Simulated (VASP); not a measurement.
# InSb3 (Fm-3m) in VASP: a series of runs

InSb3 is run at these levels: r2SCAN; tasks: single point.

All numbers are computed with VASP 6.6.1; they aren't measurements. Logs are shortened: lines on timing, memory, paths and dates and some standing lists are left out, and cuts for length are marked.

### Step 1. The cell of the first run

Symmetry: Fm-3m, No. 225, cubic system. Conventional cell: a = 7.589 Å, b = 7.589 Å, c = 7.589 Å, α = 90.00°, β = 90.00°, γ = 90.00°. In (site symmetry m-3m) has 14 Sb at 3.29 to 3.79 Å within 4.3 Å. Sb (site symmetry -43m) has 4 In at 3.29 Å and 10 Sb at 3.29 to 3.79 Å within 4.3 Å. Sb (site symmetry m-3m) has 8 Sb at 3.29 Å and 6 In at 3.79 Å within 4.3 Å.

### Step 2. Single point, r2SCAN

POSCAR

```
InSb3
1.0
    0.0000000000      3.7945550000      3.7945550000
    3.7945550000      0.0000000000      3.7945550000
    3.7945550000      3.7945550000      0.0000000000
In Sb
1 3
Direct
    0.0000000000      0.0000000000      0.0000000000
    0.2500000000      0.2500000000      0.2500000000
    0.7500000000      0.7500000000      0.7500000000
    0.5000000000      0.5000000000      0.5000000000
```

INCAR.step1

```
SYSTEM = InSb3
ALGO = Normal ; EDIFF = 1E-4
ENCUT = 520 ; GGA = PE
ISMEAR = 0 ; LASPH = .True.
LCHARG = .False. ; LREAL = .False.
LWAVE = .True. ; NBANDS = 22
NELM = 100 ; PREC = Accurate
SIGMA = 0.1
```

INCAR.step2

```
SYSTEM = InSb3
ALGO = Normal ; EDIFF = 1E-6
ENCUT = 520 ; ISIF = 2
ISMEAR = 0 ; ISTART = 1
LASPH = .True. ; LCHARG = .True.
LELF = .True. ; LMIXTAU = .True.
LREAL = .False. ; LVHAR = .True.
LWAVE = .False. ; METAGGA = R2SCAN
NBANDS = 22 ; NELM = 100
PREC = Accurate ; SIGMA = 0.1
```

KPOINTS

```
k-points
0
Gamma
  4 4 4
  0 0 0
```

Potentials or basis: VASP PAW PBE potentials, release 64 (In_d, Sb).

Run with:

```
$ cat potpaw_PBE.64/In_d/POTCAR potpaw_PBE.64/Sb/POTCAR > POTCAR
$ cp INCAR.step1 INCAR
$ mpirun -np 1 vasp_std > vasp.out
$ cp INCAR.step2 INCAR
$ mpirun -np 1 vasp_std > vasp.out
```

OUTCAR:

```text
SYSTEM = InSb3
   EDIFF = 1E-6
   ENCUT = 520
   ISIF = 2
   ISMEAR = 0
   ISTART = 1
   LASPH = .True.
   LREAL = .False.
   METAGGA = R2SCAN
   NELM = 100
   PREC = Accurate

 ion  position               nearest neighbor table
   1  0.000  0.000  0.000-   2 3.29   3 3.29   3 3.29   3 3.29   3 3.29   2 3.29   2 3.29   2 3.29
                             4 3.79   4 3.79   4 3.79   4 3.79   4 3.79   4 3.79
   2  0.250  0.250  0.250-   1 3.29   4 3.29   1 3.29   1 3.29   1 3.29   4 3.29   4 3.29   4 3.29

   3  0.750  0.750  0.750-   1 3.29   4 3.29   4 3.29   4 3.29   4 3.29   1 3.29   1 3.29   1 3.29

   4  0.500  0.500  0.500-   2 3.29   3 3.29   2 3.29   2 3.29   2 3.29   3 3.29   3 3.29   3 3.29
                             1 3.79   1 3.79   1 3.79   1 3.79   1 3.79   1 3.79

  LATTYP: Found a face centered cubic cell.
 ALAT       =     7.5891100000

  Lattice vectors:

 A1 = (   0.0000000000,   3.7945550000,   3.7945550000)
 A2 = (   3.7945550000,   0.0000000000,   3.7945550000)
 A3 = (   3.7945550000,   3.7945550000,   0.0000000000)

Analysis of symmetry for initial positions (statically):
=====================================================================
 Subroutine PRICEL returns:
 Original cell was already a primitive cell.

 Routine SETGRP: Setting up the symmetry group for a
 face centered cubic supercell.

 Subroutine GETGRP returns: Found 48 space group operations
 (whereof 48 operations were pure point group operations)
 out of a pool of 48 trial point group operations.

The static configuration has the point symmetry O_h .

Analysis of symmetry for dynamics (positions and initial velocities):
=====================================================================
 Subroutine PRICEL returns:
 Original cell was already a primitive cell.

 Routine SETGRP: Setting up the symmetry group for a
 face centered cubic supercell.

 Subroutine GETGRP returns: Found 48 space group operations
 (whereof 48 operations were pure point group operations)
 out of a pool of 48 trial point group operations.

The dynamic configuration has the point symmetry O_h .

 Subroutine INISYM returns: Found 48 space group operations
 (whereof 48 operations are pure point group operations),
 and found     1 'primitive' translations

----------------------------------------------------------------------------------------

                                     Primitive cell

[... 76 lines left out ...]
   NELM   =    100;   NELMIN=  2; NELMDL=  0     # of ELM steps
   EDIFF  = 0.1E-05   stopping-criterion for ELM
   LREAL  =      F    real-space projection
   EDIFFG = 0.1E-04   stopping-criterion for IOM
   NSW    =      0    number of steps for IOM
   IBRION =     -1    ionic relax: 0-MD 1-quasi-New 2-CG
   NFREE  =      0    steps in history (QN), initial steepest desc. (CG)
   ISIF   =      2    stress and relaxation
   ISYM   =      2    0-nonsym 1-usesym 2-fastsym
   POTIM  = 0.5000    time-step for ionic-motion
   TEBEG  =    0.0;   TEEND  =   0.0 temperature during run
   PSTRESS=    0.0 pullay stress
   NELECT =      28.0000    total number of electrons
   NUPDOWN=      -1.0000    fix difference up-down
   EMIN   =  10.00;   EMAX   =-10.00  energy-range for DOS
   EFERMI =   0.00;   METHOD = LEGACY
   ISMEAR =     0;   SIGMA  =   0.10  broadening in eV -4-tet -1-fermi 0-gaus
   EFERMI_NEDOS =   21; number of points for ismear=-14 and -15
   IALGO  =     38    algorithm
   IMIX   =      4    mixing-type and parameters
     AMIX     =   0.40;   BMIX     =  1.00
     AMIX_MAG =   1.60;   BMIX_MAG =  1.00
  volume/ion in A,a.u.               =      27.32       184.35
  Fermi-wavevector in a.u.,A,eV,Ry     =   1.039816  1.964968 14.710866  1.081218
  Thomas-Fermi vector in A             =   2.174364
   LORBIT       =      0    0 simple, 1 ext, 2 COOP (PROOUT), +10 PAW based schemes
   METAGGA = R2SCAN    functional components
   LHFCALC =     F    Hartree Fock is set to
   AEXX    =    0.0000 exact exchange contribution
   IVDW    =     0    specifies the selected vdW correction
   LEPSILON=     F    determine dielectric tensor
   LRPA    =     F    only Hartree local field effects (RPA)
 non-spin polarized calculation
 Gauss-broadening in eV      SIGMA  =   0.10
  energy-cutoff  :      520.00
  volume of cell :      109.27
 maximum number of plane-waves:      2954
   NGX = 19   NGY = 19   NGZ = 19

 number of electron      27.9999991 magnetization

 Free energy of the ion-electron system (eV)
  ---------------------------------------------------
  ext. energy  EPLUGINS =         0.00000000
  ---------------------------------------------------
  free energy    TOTEN  =       -98.45166973 eV

  energy without entropy =      -98.40442238  energy(sigma->0) =      -98.42804605

 E-fermi :   7.8827     XC(G=0): -10.7327

 val. band max:        7.8543731884   @ k =  -0.2500   0.2500   0.0000
 cond. band min:       7.8879058480   @ k =   0.2500   0.0000   0.0000
 fundamental gap:      0.0335326595
 Fermi energy:         7.8827245881

 k-point     1 :       0.0000    0.0000    0.0000
  band No.  band energies     occupation
      1      -7.2584      2.00000
      2      -7.2584      2.00000
      3      -7.2584      2.00000
      4      -7.2220      2.00000
      5      -7.2220      2.00000
      6      -4.9101      2.00000
[... 189 lines left out ...]
     21      12.4183      0.00000
     22      16.2753      0.00000

------------------------ aborting loop because EDIFF is reached ----------------------------------------

  FORCE on cell =-STRESS in cart. coord.  units (eV):
  Direction    XX          YY          ZZ          XY          YZ          ZX
  --------------------------------------------------------------------------------------
  -------------------------------------------------------------------------------------
  Total       -1.3673397     -1.3673397     -1.3673397     -0.0000000      0.0000000     -0.0000000
  in kB      -20.0481567    -20.0481567    -20.0481567     -0.0000000      0.0000000     -0.0000000
  external PRESSURE =     -20.0481567 kB  Pullay stress =       0.0000000 kB

 VOLUME and BASIS-vectors are now :
 -----------------------------------------------------------------------------
  energy-cutoff  :      520.00
  volume of cell :      109.27
      direct lattice vectors                 reciprocal lattice vectors
     0.000000000  3.794555000  3.794555000    -0.131767757  0.131767757  0.131767757
     3.794555000  0.000000000  3.794555000     0.131767757 -0.131767757  0.131767757
     3.794555000  3.794555000  0.000000000     0.131767757  0.131767757 -0.131767757

 POSITION                                       TOTAL-FORCE (eV/Angst)
 -----------------------------------------------------------------------------------
      0.00000      0.00000      0.00000        -0.000000      0.000000     -0.000000
      1.89728      1.89728      1.89728        -0.000000     -0.000000     -0.000000
      5.69183      5.69183      5.69183         0.000000      0.000000      0.000000
      3.79455      3.79455      3.79455        -0.000000      0.000000     -0.000000
 -----------------------------------------------------------------------------------
    total drift:                               -0.000000      0.000000      0.000000

  FREE ENERGIE OF THE ION-ELECTRON SYSTEM (eV)
  ---------------------------------------------------
  free  energy   TOTEN  =       -98.4516697281 eV

  energy  without entropy=      -98.4044223752  energy(sigma->0) =      -98.42804605
```

It took 53 s on 1 thread of Intel Xeon 6975P-C (Granite Rapids), shared host; peak memory 0.26 GiB.

Results:

```
Free energy            : -98.4517 eV
Pressure               : -2.0 GPa
Band gap on the k mesh : zero (band 14 reaches 9.05 eV, above the bottom of band 15 at 5.71 eV)
```

Caveat: the PAW data sets were made with another functional, which shifts forces and pressure a little; spin-orbit coupling is left out, which moves the levels of the heavy elements.

### Step 3. Single point, r2SCAN

This run uses another cell than the first one, of 26.84 Å³/atom, 0.983 times its volume.

POSCAR

```
InSb3
1.0
    0.0000000000      3.7724334684      3.7724334684
    3.7724334684      0.0000000000      3.7724334684
    3.7724334684      3.7724334684      0.0000000000
In Sb
1 3
Direct
    0.0000000000      0.0000000000      0.0000000000
    0.2500000000      0.2500000000      0.2500000000
    0.7500000000      0.7500000000      0.7500000000
    0.5000000000      0.5000000000      0.5000000000
```

INCAR.step1

```
PREC = Accurate ; ENCUT = 520
ISMEAR = 0 ; SIGMA = 0.1
LREAL = F ; LASPH = T
NELM = 100 ; NBANDS = 22
GGA = PE ; ALGO = Normal
EDIFF = 1E-4 ; LWAVE = T
LCHARG = F
```

INCAR.step2

```
PREC = Accurate ; ENCUT = 520
EDIFF = 1E-6 ; ISMEAR = 0
SIGMA = 0.1 ; LREAL = F
LASPH = T ; NELM = 100
ALGO = Normal ; ISIF = 2
LWAVE = F ; LCHARG = F
METAGGA = R2SCAN ; LMIXTAU = T
NBANDS = 22 ; ISTART = 1
```

KPOINTS

```
regular mesh
0
Gamma
  10 10 10
```

Potentials or basis: VASP PAW PBE potentials, release 64 (In_d, Sb).

Run with:

```
$ cat potpaw_PBE.64/In_d/POTCAR potpaw_PBE.64/Sb/POTCAR > POTCAR
$ cp INCAR.step1 INCAR
$ mpirun -np 1 vasp_std > vasp.out
$ cp INCAR.step2 INCAR
$ mpirun -np 1 vasp_std > vasp.out
```

OUTCAR:

```text
PREC = Accurate
   ENCUT = 520
   EDIFF = 1E-6
   ISMEAR = 0
   LREAL = F
   LASPH = T
   NELM = 100
   ISIF = 2
   METAGGA = R2SCAN
   ISTART = 1

 ion  position               nearest neighbor table
   1  0.000  0.000  0.000-   2 3.27   3 3.27   3 3.27   3 3.27   3 3.27   2 3.27   2 3.27   2 3.27
                             4 3.77   4 3.77   4 3.77   4 3.77   4 3.77   4 3.77
   2  0.250  0.250  0.250-   1 3.27   4 3.27   1 3.27   1 3.27   1 3.27   4 3.27   4 3.27   4 3.27
                             3 3.77   3 3.77   3 3.77   3 3.77   3 3.77   3 3.77
   3  0.750  0.750  0.750-   1 3.27   4 3.27   4 3.27   4 3.27   4 3.27   1 3.27   1 3.27   1 3.27
                             2 3.77   2 3.77   2 3.77   2 3.77   2 3.77   2 3.77
   4  0.500  0.500  0.500-   2 3.27   3 3.27   2 3.27   2 3.27   2 3.27   3 3.27   3 3.27   3 3.27
                             1 3.77   1 3.77   1 3.77   1 3.77   1 3.77   1 3.77

  LATTYP: Found a face centered cubic cell.
 ALAT       =     7.5448669368

  Lattice vectors:

 A1 = (   0.0000000000,   3.7724334684,   3.7724334684)
 A2 = (   3.7724334684,   0.0000000000,   3.7724334684)
 A3 = (   3.7724334684,   3.7724334684,   0.0000000000)

Analysis of symmetry for initial positions (statically):
=====================================================================
 Subroutine PRICEL returns:
 Original cell was already a primitive cell.

 Routine SETGRP: Setting up the symmetry group for a
 face centered cubic supercell.

 Subroutine GETGRP returns: Found 48 space group operations
 (whereof 48 operations were pure point group operations)
 out of a pool of 48 trial point group operations.

The static configuration has the point symmetry O_h .

Analysis of symmetry for dynamics (positions and initial velocities):
=====================================================================
 Subroutine PRICEL returns:
 Original cell was already a primitive cell.

 Routine SETGRP: Setting up the symmetry group for a
 face centered cubic supercell.

 Subroutine GETGRP returns: Found 48 space group operations
 (whereof 48 operations were pure point group operations)
 out of a pool of 48 trial point group operations.

The dynamic configuration has the point symmetry O_h .

 Subroutine INISYM returns: Found 48 space group operations
 (whereof 48 operations are pure point group operations),
 and found     1 'primitive' translations

----------------------------------------------------------------------------------------

                                     Primitive cell

  volume of cell :     107.3729

  direct lattice vectors                    reciprocal lattice vectors
     0.000000000  3.772433468  3.772433468    -0.132540442  0.132540442  0.132540442
     3.772433468  0.000000000  3.772433468     0.132540442 -0.132540442  0.132540442
     3.772433468  3.772433468  0.000000000     0.132540442  0.132540442 -0.132540442

  length of vectors
     5.335026574  5.335026574  5.335026574     0.229566780  0.229566780  0.229566780

  position of ions in fractional coordinates (direct lattice)
     0.000000000  0.000000000  0.000000000
     0.250000000  0.250000000  0.250000000
     0.750000000  0.750000000  0.750000000
     0.500000000  0.500000000  0.500000000

  ion indices of the primitive-cell ions
   primitive index   ion index
[... 30 lines left out ...]

 Following reciprocal coordinates:
            Coordinates               Weight
  0.000000  0.000000  0.000000      1.000000
  0.100000  0.000000  0.000000      8.000000
  0.200000  0.000000  0.000000      8.000000
  0.300000  0.000000  0.000000      8.000000
  0.400000  0.000000  0.000000      8.000000
  0.500000  0.000000  0.000000      4.000000
[... 16 lines left out ...]
  0.300000  0.300000  0.000000      6.000000
  0.400000  0.300000  0.000000     24.000000
 [... further k-points ...]
   k-points           NKPTS =     47   k-points in BZ     NKDIM =     47   number of bands    NBANDS=     22
   number of dos      NEDOS =    301   number of ions     NIONS =      4
   total plane-waves  NPLWV =  64000
   dimension x,y,z NGX =    40 NGY =   40 NGZ =   40
   dimension x,y,z NGXF=    80 NGYF=   80 NGZF=   80
   ions per type =               1   3
   NGX,Y,Z   is equivalent  to a cutoff of  12.46, 12.46, 12.46 a.u.
   NGXF,Y,Z  is equivalent  to a cutoff of  24.93, 24.93, 24.93 a.u.
 SYSTEM =  unknown system
   PREC   = accura    normal or accurate (medium, high low for compatibility)
   ISTART =      1    job   : 0-new  1-cont  2-samecut
   ICHARG =      0    charge: 1-file 2-atom 10-const
   ISPIN  =      1    spin polarized calculation?
   LNONCOLLINEAR =      F non collinear calculations
   LSORBIT =      F    spin-orbit coupling
   LASPH  =      T    aspherical Exc in radial PAW
   ENCUT  =  520.0 eV  38.22 Ry    6.18 a.u.   9.92  9.92  9.92*2*pi/ulx,y,z
   NELM   =    100;   NELMIN=  2; NELMDL=  0     # of ELM steps
   EDIFF  = 0.1E-05   stopping-criterion for ELM
   LREAL  =      F    real-space projection
   EDIFFG = 0.1E-04   stopping-criterion for IOM
   NSW    =      0    number of steps for IOM
   IBRION =     -1    ionic relax: 0-MD 1-quasi-New 2-CG
   NFREE  =      0    steps in history (QN), initial steepest desc. (CG)
   ISIF   =      2    stress and relaxation
   ISYM   =      2    0-nonsym 1-usesym 2-fastsym
   POTIM  = 0.5000    time-step for ionic-motion
   TEBEG  =    0.0;   TEEND  =   0.0 temperature during run
   PSTRESS=    0.0 pullay stress
   NELECT =      28.0000    total number of electrons
   NUPDOWN=      -1.0000    fix difference up-down
   EMIN   =  10.00;   EMAX   =-10.00  energy-range for DOS
   EFERMI =   0.00;   METHOD = LEGACY
   ISMEAR =     0;   SIGMA  =   0.10  broadening in eV -4-tet -1-fermi 0-gaus
   EFERMI_NEDOS =   21; number of points for ismear=-14 and -15
   IALGO  =     38    algorithm
   IMIX   =      4    mixing-type and parameters
     AMIX     =   0.40;   BMIX     =  1.00
     AMIX_MAG =   1.60;   BMIX_MAG =  1.00
  volume/ion in A,a.u.               =      26.84       181.15
  Fermi-wavevector in a.u.,A,eV,Ry     =   1.045914  1.976491 14.883900  1.093936
  Thomas-Fermi vector in A             =   2.180730
   LORBIT       =      0    0 simple, 1 ext, 2 COOP (PROOUT), +10 PAW based schemes
   METAGGA = R2SCAN    functional components
   LHFCALC =     F    Hartree Fock is set to
   AEXX    =    0.0000 exact exchange contribution
   IVDW    =     0    specifies the selected vdW correction
   LEPSILON=     F    determine dielectric tensor
   LRPA    =     F    only Hartree local field effects (RPA)
 non-spin polarized calculation
 Gauss-broadening in eV      SIGMA  =   0.10
  energy-cutoff  :      520.00
  volume of cell :      107.37
 maximum number of plane-waves:      2914
   NGX = 19   NGY = 19   NGZ = 19

 number of electron      27.9999991 magnetization

 Free energy of the ion-electron system (eV)
  ---------------------------------------------------
  ext. energy  EPLUGINS =         0.00000000
  ---------------------------------------------------
  free energy    TOTEN  =       -98.66644933 eV

  energy without entropy =      -98.65664390  energy(sigma->0) =      -98.66154662

 E-fermi :   8.1269     XC(G=0): -10.8137

 val. band max:        8.0928655365   @ k =   0.5000   0.0000   0.0000
 cond. band min:       8.1507301553   @ k =  -0.2000   0.3000   0.1000
 fundamental gap:      0.0578646188
 Fermi energy:         8.1268814262

 k-point     1 :       0.0000    0.0000    0.0000
  band No.  band energies     occupation
      1      -7.0069      2.00000
      2      -7.0069      2.00000
      3      -7.0069      2.00000
      4      -6.9674      2.00000
      5      -6.9674      2.00000
      6      -4.8146      2.00000
[... 589 lines left out ...]
     21      12.8920      0.00000
     22      13.3890      0.00000

 [... further k-points ...]

------------------------ aborting loop because EDIFF is reached ----------------------------------------

  FORCE on cell =-STRESS in cart. coord.  units (eV):
  Direction    XX          YY          ZZ          XY          YZ          ZX
  --------------------------------------------------------------------------------------
  -------------------------------------------------------------------------------------
  Total       -0.0338699     -0.0338699     -0.0338699     -0.0000000     -0.0000000      0.0000000
  in kB       -0.5053931     -0.5053931     -0.5053931     -0.0000000     -0.0000000      0.0000000
  external PRESSURE =      -0.5053931 kB  Pullay stress =       0.0000000 kB

 VOLUME and BASIS-vectors are now :
 -----------------------------------------------------------------------------
  energy-cutoff  :      520.00
  volume of cell :      107.37
      direct lattice vectors                 reciprocal lattice vectors
     0.000000000  3.772433468  3.772433468    -0.132540442  0.132540442  0.132540442
     3.772433468  0.000000000  3.772433468     0.132540442 -0.132540442  0.132540442
     3.772433468  3.772433468  0.000000000     0.132540442  0.132540442 -0.132540442

 POSITION                                       TOTAL-FORCE (eV/Angst)
 -----------------------------------------------------------------------------------
      0.00000      0.00000      0.00000        -0.000000     -0.000000     -0.000000
      1.88622      1.88622      1.88622         0.000000      0.000000      0.000000
      5.65865      5.65865      5.65865        -0.000000     -0.000000     -0.000000
      3.77243      3.77243      3.77243        -0.000000     -0.000000     -0.000000
 -----------------------------------------------------------------------------------
    total drift:                               -0.000000      0.000000      0.000000

  FREE ENERGIE OF THE ION-ELECTRON SYSTEM (eV)
  ---------------------------------------------------
  free  energy   TOTEN  =       -98.6664493329 eV

  energy  without entropy=      -98.6566439035  energy(sigma->0) =      -98.66154662
```

It took 6.9 min on 1 thread of Intel Xeon Platinum 8375C at 2.90GHz (Ice Lake), shared host; peak memory 0.32 GiB.

What came out:

```yaml
Free_energy: -98.6664 eV
Pressure: -0.1 GPa
Band_gap_on_the_k_mesh: zero (band 14 reaches 9.24 eV, above the bottom of band 15 at 6.00 eV)
```

Levels at points of the mesh, in eV from the Fermi level:
```
           k point  band 11  band 12  band 13  band 14  band 15  band 16  band 17  band 18
(0.00, 0.00, 0.00)    -2.67    -2.57    -2.57    -2.57    -2.13    -0.76    -0.76    -0.76
(0.50, 0.00, 0.00)    -3.69    -2.79    -2.79    -0.16    -0.03     2.08     2.08     3.31
(0.50, 0.50, 0.00)    -5.42     0.57     0.89     0.89     1.54     1.77     1.90     1.90
```

Caveat: the PAW data sets were made with another functional, which shifts forces and pressure a little; spin-orbit coupling is left out, which moves the levels of the heavy elements.
